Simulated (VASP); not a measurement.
# Al2Au (Fm-3m) in VASP: settings compared, part 2 of 2

VASP 6.6.1. Earlier steps stand in the parts before.

## (3) Single point, LDA (volume scaled by 1.06)

Contents of INCAR:

```
SYSTEM = Al2Au
ALGO = Normal
EDIFF = 1E-6
ENCUT = 520
GGA = CA
ISIF = 2
ISMEAR = -1
LASPH = .TRUE.
LCHARG = .FALSE.
LREAL = .FALSE.
LWAVE = .FALSE.
NBANDS = 16
NELM = 60
PREC = Accurate
SIGMA = 0.05
```

Contents of KPOINTS:

```
k-points
0
G
  8 8 8
  0 0 0
```

Contents of POSCAR:

```
Al2Au
1.0
    0.0000000000      3.0588384673      3.0588384673
    3.0588384673      0.0000000000      3.0588384673
    3.0588384673      3.0588384673      0.0000000000
Au Al
1 2
Direct
    0.0000000000      0.0000000000      0.0000000000
    0.7500000000      0.7500000000      0.7500000000
    0.2500000000      0.2500000000      0.2500000000
```

Potentials or basis: VASP PAW LDA potentials, release 64 (Au, Al).

The run is started by

```bash
cat potpaw_LDA.64/Au/POTCAR potpaw_LDA.64/Al/POTCAR > POTCAR
mpirun -np 1 vasp_std > vasp.out
```

OUTCAR:

```text
SYSTEM = Al2Au
   EDIFF = 1E-6
   ENCUT = 520
   GGA = CA
   ISIF = 2
   ISMEAR = -1
   LASPH = .TRUE.
   LREAL = .FALSE.
   NELM = 60
   PREC = Accurate

 ion  position               nearest neighbor table
   1  0.000  0.000  0.000-   2 2.65   2 2.65   2 2.65   2 2.65   3 2.65   3 2.65   3 2.65   3 2.65

   2  0.750  0.750  0.750-   1 2.65   1 2.65   1 2.65   1 2.65   3 3.06   3 3.06   3 3.06   3 3.06
                             3 3.06   3 3.06
   3  0.250  0.250  0.250-   1 2.65   1 2.65   1 2.65   1 2.65   2 3.06   2 3.06   2 3.06   2 3.06
                             2 3.06   2 3.06

  LATTYP: Found a face centered cubic cell.
 ALAT       =     6.1176769346

  Lattice vectors:

 A1 = (   0.0000000000,   3.0588384673,   3.0588384673)
 A2 = (   3.0588384673,   0.0000000000,   3.0588384673)
 A3 = (   3.0588384673,   3.0588384673,   0.0000000000)

Analysis of symmetry for initial positions (statically):
=====================================================================
 Subroutine PRICEL returns:
 Original cell was already a primitive cell.

 Routine SETGRP: Setting up the symmetry group for a
 face centered cubic supercell.

 Subroutine GETGRP returns: Found 48 space group operations
 (whereof 48 operations were pure point group operations)
 out of a pool of 48 trial point group operations.

The static configuration has the point symmetry O_h .

Analysis of symmetry for dynamics (positions and initial velocities):
=====================================================================
 Subroutine PRICEL returns:
 Original cell was already a primitive cell.

 Routine SETGRP: Setting up the symmetry group for a
 face centered cubic supercell.

 Subroutine GETGRP returns: Found 48 space group operations
 (whereof 48 operations were pure point group operations)
 out of a pool of 48 trial point group operations.

The dynamic configuration has the point symmetry O_h .

 Subroutine INISYM returns: Found 48 space group operations
[... 111 lines left out ...]
   NUPDOWN=      -1.0000    fix difference up-down
   EMIN   =  10.00;   EMAX   =-10.00  energy-range for DOS
   EFERMI =   0.00;   METHOD = LEGACY
   ISMEAR =    -1;   SIGMA  =   0.05  broadening in eV -4-tet -1-fermi 0-gaus
   EFERMI_NEDOS =   21; number of points for ismear=-14 and -15
   IALGO  =     38    algorithm
   IMIX   =      4    mixing-type and parameters
     AMIX     =   0.40;   BMIX     =  1.00
     AMIX_MAG =   1.60;   BMIX_MAG =  1.00
  volume/ion in A,a.u.               =      19.08       128.76
  Fermi-wavevector in a.u.,A,eV,Ry     =   1.092256  2.064065 16.232077  1.193024
  Thomas-Fermi vector in A             =   2.228518
   LORBIT       =      0    0 simple, 1 ext, 2 COOP (PROOUT), +10 PAW based schemes
   GGA     = CA    functional components
   LHFCALC =     F    Hartree Fock is set to
   AEXX    =    0.0000 exact exchange contribution
   IVDW    =     0    specifies the selected vdW correction
   LEPSILON=     F    determine dielectric tensor
   LRPA    =     F    only Hartree local field effects (RPA)
 non-spin polarized calculation
  energy-cutoff  :      520.00
  volume of cell :       57.24
 maximum number of plane-waves:      1572
   NGX = 17   NGY = 17   NGZ = 17

 number of electron      17.0000000 magnetization

 Free energy of the ion-electron system (eV)
  ---------------------------------------------------
  ext. energy  EPLUGINS =         0.00000000
  ---------------------------------------------------
  free energy    TOTEN  =       -14.18592988 eV

  energy without entropy =      -14.17620296  energy(sigma->0) =      -14.18106642

 E-fermi :   6.9283     XC(G=0): -10.4656

 val. band max:        6.9216254679   @ k =   0.3750   0.1250   0.0000
 cond. band min:       7.3038939750   @ k =   0.3750   0.2500   0.1250
 fundamental gap:      0.3822685071
 Fermi energy:         6.9282500709

 k-point     1 :       0.0000    0.0000    0.0000
  band No.  band energies     occupation
      1      -3.1903      2.00000
      2       0.6279      2.00000
      3       0.6279      2.00000
      4       0.6279      2.00000
      5       1.5312      2.00000
      6       1.5312      2.00000
[... 433 lines left out ...]
      3       0.9911      2.00000
      4       1.0679      2.00000
      5       1.4478      2.00000
      6       1.6855      2.00000
[... 8 lines left out ...]
     15      14.1142      0.00000
     16      16.7221      0.00000

 [... further k-points ...]
[... 5 lines left out ...]
  --------------------------------------------------------------------------------------
  -------------------------------------------------------------------------------------
  Total       -2.8104563     -2.8104563     -2.8104563      0.0000000      0.0000000     -0.0000000
  in kB      -78.6661322    -78.6661322    -78.6661322      0.0000000      0.0000000     -0.0000000
  external PRESSURE =     -78.6661322 kB  Pullay stress =       0.0000000 kB

 VOLUME and BASIS-vectors are now :
 -----------------------------------------------------------------------------
  energy-cutoff  :      520.00
  volume of cell :       57.24
      direct lattice vectors                 reciprocal lattice vectors
     0.000000000  3.058838467  3.058838467    -0.163460740  0.163460740  0.163460740
     3.058838467  0.000000000  3.058838467     0.163460740 -0.163460740  0.163460740
     3.058838467  3.058838467  0.000000000     0.163460740  0.163460740 -0.163460740

 POSITION                                       TOTAL-FORCE (eV/Angst)
 -----------------------------------------------------------------------------------
      0.00000      0.00000      0.00000         0.000000      0.000000      0.000000
      4.58826      4.58826      4.58826        -0.000000      0.000000      0.000000
      1.52942      1.52942      1.52942        -0.000000     -0.000000     -0.000000
 -----------------------------------------------------------------------------------
    total drift:                                0.000000     -0.000000      0.000000

  FREE ENERGIE OF THE ION-ELECTRON SYSTEM (eV)
  ---------------------------------------------------
  free  energy   TOTEN  =       -14.1859298838 eV

  energy  without entropy=      -14.1762029648  energy(sigma->0) =      -14.18106642
```

stdout:

```text
POSCAR found type information on POSCAR AuAl
 POSCAR found :  2 types and       3 ions
 scaLAPACK will be used
 LDA part: xc-table for (Slater(with rela. corr.)+CA(PZ))
 , standard interpolation
 POSCAR, INCAR and KPOINTS ok, starting setup
 FFT: planning ... GRIDC
 FFT: planning ... GRID_SOFT
 FFT: planning ... GRID
 WAVECAR not read
 entering main loop
```

It took 10 s on 1 thread of AMD EPYC 9R45 (Zen 5), shared host; peak memory 0.14 GiB.

What came out:

```yaml
Free_energy: -14.1859 eV
Pressure: -7.9 GPa
```

Caveat: the cell differs from its parent crystal (volume scaled by 1.06); spin-orbit coupling is left out, which moves the levels of the heavy elements.

## (4) Single point, PBEsol, non-collinear spin, zero start, spin-orbit coupling

This run uses another cell than the first one, of 18.00 Å³/atom, 0.962 times its volume.

Contents of INCAR:

```
PREC = Accurate
ENCUT = 520
EDIFF = 1E-6
ISMEAR = -1
SIGMA = 0.05
LREAL = False
LASPH = True
NELM = 150
ALGO = Normal
ISIF = 2
LWAVE = False
LCHARG = False
MAGMOM = 0 0 0 0 0 0 0 0 0
LORBIT = 11
LSORBIT = True
GGA_COMPAT = False
LORBMOM = True
LMAXMIX = 4
GGA = PS
NBANDS = 30
```

Contents of KPOINTS:

```
regular mesh
0
Gamma
  8 8 8
```

Contents of POSCAR:

```
Al2Au
1.0
    0.0000000000      3.0000000000      3.0000000000
    3.0000000000      0.0000000000      3.0000000000
    3.0000000000      3.0000000000      0.0000000000
Au Al
1 2
Direct
    0.0000000000      0.0000000000      0.0000000000
    0.7500000000      0.7500000000      0.7500000000
    0.2500000000      0.2500000000      0.2500000000
```

Potentials or basis: VASP PAW PBE potentials, release 64 (Au, Al).

The run is started by

```bash
cat potpaw_PBE.64/Au/POTCAR potpaw_PBE.64/Al/POTCAR > POTCAR
mpirun -np 1 vasp_ncl > vasp.out
```

It took 72 s on 1 thread of Intel Xeon Platinum 8488C (Sapphire Rapids), shared host; peak memory 0.34 GiB.

The run converged. Its results:

| Item | Value |
| --- | --- |
| Free energy | -13.8637 eV |
| Pressure | -0.7 GPa |
| Net moment | 0.00 μB per cell |
| Valence electrons inside the program's atomic spheres | Au 10.00; Al 0.75 |

Moments on the atoms (μB; x, y, z):
```
Au  0.00 0.00 0.00
Al  0.00 0.00 0.00
Al  0.00 0.00 0.00
```

Caveat: the PAW data sets were made with another functional, which shifts forces and pressure a little.

## (5) The runs side by side

| level | potentials or basis | spin | cell | gap on the mesh (eV) | pressure (GPa) |
| --- | --- | --- | --- | --- | --- |
| LDA | VASP PAW LDA potentials, release 64 (Au, Al) | off | a = 4.298 Å, angles 60.0°, 3 atoms | none | -6.3 |
| LDA | VASP PAW LDA potentials, release 64 (Au, Al) | off | a = 4.326 Å, angles 60.0°, 3 atoms | none | -7.9 |
| PBEsol | VASP PAW PBE potentials, release 64 (Au, Al) | non-collinear, zero start, SOC | a = 4.243 Å, angles 60.0°, 3 atoms | - | -0.7 |

Alike in all rows: task single point; k mesh 8 × 8 × 8; cutoff (eV) 520; smearing fermi-dirac 0.05 eV.

Caveats: spin-orbit coupling is left out, which moves the levels of the heavy elements (some runs); the PAW data sets were made with another functional, which shifts forces and pressure a little (some runs).

Total energies depend on the potentials used, so only differences within one code and one set of settings carry meaning.
